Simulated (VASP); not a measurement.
Si2Sb2Se: single point with PBE

Crystal: Si2Sb2Se.

```
Si Sb Se
1.0
     3.80845    0.00000    0.00000
    -1.90423    3.29822    0.00000
     0.00000    0.00000    9.09142
Si Sb Se
2 2 1
Cartesian
  1.9042 1.0994 5.1698
  0.0000 2.1988 3.9216
  1.9042 1.0994 2.0110
  0.0000 2.1988 7.0805
  0.0000 0.0000 0.0000
```

```json
{
 "Program": "VASP 6.6.1",
 "Task": "single point",
 "Functional": "PBE",
 "Potentials or basis": "VASP PAW PBE potentials, release 64 (Si, Sb, Se)",
 "Cutoff": "520 eV",
 "k mesh": "6 × 6 × 2",
 "Occupations": "gaussian, width 0.1 eV",
 "Spin": "no spin polarisation"
}
```

```
Pressure               : -0.1 GPa
Largest force          : 0.010 eV/Å
Band gap on the k mesh : zero (band 12 reaches 8.86 eV, above the bottom of band 13 at 6.61 eV)
```

Forces on the atoms (eV/Å):
```
Si   0.000  0.000 -0.010
Si   0.000  0.000  0.010
Sb   0.000  0.000  0.007
Sb   0.000  0.000 -0.007
Se   0.000  0.000  0.000
```

Levels at points of the mesh, in eV from the Fermi level:
```
           k point  band 9  band 10  band 11  band 12  band 13  band 14  band 15  band 16
(0.00, 0.00, 0.00)   -0.85    -0.21    -0.20     1.67     1.70     1.70     2.12     2.12
(0.50, 0.00, 0.00)   -3.17    -2.14    -1.93    -1.66    -0.58     0.46     2.11     2.73
(0.00, 0.00, 0.50)   -0.70    -0.70     0.76     1.05     1.05     1.78     2.69     2.69
(0.50, 0.00, 0.50)   -2.89    -2.57    -1.08    -0.16     0.47     0.76     1.14     1.69
```

It took 48 s on 1 thread of Intel(R) Xeon(R) Platinum 8259CL CPU @ 2.50GHz (Skylake/Cascade Lake) (shared host), peak memory 0.23 GiB.

Caveat: spin-orbit coupling is left out, which moves the levels of the heavy elements.
